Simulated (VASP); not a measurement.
TePd3, 4 atoms in the cell. The typed cell holds 4 atoms: a = 3.443 Å, b = 3.443 Å, c = 5.460 Å, α = 90.00°, β = 90.00°, γ = 90.00°. 

* Program: VASP 6.6.1
* Task: single point
* Functional: PBEsol
* Potentials or basis: VASP PAW PBE potentials, release 64 (Te, Pd)
* Cutoff: 520 eV
* k mesh: 8 × 8 × 5
* Occupations: methfessel-paxton, width 0.3 eV
* Spin: no spin polarisation
* Dipole correction: no
* Further INCAR settings: ALGO = Normal; EDIFF = 1e-07; NBANDS = 26

Potentials or basis: VASP PAW PBE potentials, release 64 (Te, Pd).

Run with:

```bash
$ cat potpaw_PBE.64/Te/POTCAR potpaw_PBE.64/Pd/POTCAR > POTCAR
$ mpirun -np 1 vasp_std > vasp.out
```

Hardware: 1 thread of Intel Xeon 8259CL (shared host).

Question: How long does it take, and how much memory?

Answer: Wall time 3 min on 1 thread of Intel Xeon 8259CL, on a shared host, peak memory 0.24 GiB. Counts: scf iterations 16, k points 63.
